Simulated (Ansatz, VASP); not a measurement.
**One calculation of Co, two programs**

Contents of INCAR:

```
SYSTEM = Co
PREC = Accurate ; ENCUT = 600
EDIFF = 1E-6 ; ISMEAR = -1
SIGMA = 0.05 ; LREAL = .False.
LASPH = .True. ; NELM = 200
ALGO = Normal ; ISIF = 2
LWAVE = .False. ; LCHARG = .True.
ISPIN = 2 ; MAGMOM = 3.5 3.5 3.5 3.5
LORBIT = 11 ; LMAXMIX = 4
GGA = PE ; LELF = .True.
LVHAR = .True. ; NBANDS = 46
GGA_COMPAT = .False.
```

The input KPOINTS:

```
Automatic mesh
0
Gamma
  12 12 4
  0 0 0
```

The input POSCAR:

```
Co
1.0
    2.4705617809      0.0000000000      0.0000000000
   -1.2352808905      2.1395692639      0.0000000000
    0.0000000000      0.0000000000      8.0882338000
Co
4
Direct
    0.6666666667      0.3333333333      0.7500000000
    0.0000000000      0.0000000000      0.5000000000
    0.3333333333      0.6666666667      0.2500000000
    0.0000000000      0.0000000000      0.0000000000
```

File input.yaml:

```yaml
crystal:
  lattice:
    - [2.4705617809, 0.0, 0.0]
    - [-1.2352808905, 2.1395692639, 0.0]
    - [0.0, 0.0, 8.0882338]
  atoms:
    - { symbol: Co, position: [0.6666666667, 0.3333333333, 0.75], spin: 3.5 }
    - { symbol: Co, position: [0.0, 0.0, 0.5], spin: 3.5 }
    - { symbol: Co, position: [0.3333333333, 0.6666666667, 0.25], spin: 3.5 }
    - { symbol: Co, position: [0.0, 0.0, 0.0], spin: 3.5 }
hamiltonian:
  xc: pbe
  pseudopotentials: { kind: paw }
magnetization:
  spin_polarized: true
kpoints:
  mp_grid: { grid: [12, 12, 4] }
scf:
  occupations: { method: fermi_dirac, width: 0.05 }
output:
  forces: true
  stress: true
  eigenvalues: true
```

Alike in both runs: task single point; functional PBE; k mesh 12 × 12 × 4; occupations fermi-dirac, width 0.05 eV; collinear spin.

|  | VASP | Ansatz |
| --- | --- | --- |
| version | VASP 6.6.1 | Ansatz 0.2.0 |
| potentials or method | VASP PAW PBE potentials, release 64 (Co_sv) | Ansatz PAW |
| plane-wave cutoff (eV) | 600 | 420 |
| valence electrons in the cell | 68 | 68 |

```tsv
	VASP	Ansatz	Ansatz less VASP
gap on the k mesh at the Fermi level (eV)	none	none	-
pressure (GPa)	0.5	4.7	+4.18
traceless stress, the component that is largest in VASP (GPa)	-2.60	-2.61	-0.005
net moment per atom (μB)	1.65	1.65	+0.002
size of the moment on the site where the two differ most (μB)	1.70	1.71	+0.009
```

Site moments also hang on the region over which each program counts them. A gap of «none» marks a metal or a gap that the smearing closes. One of these differences is far larger than is usual between the two programs; its cause wasn't traced.
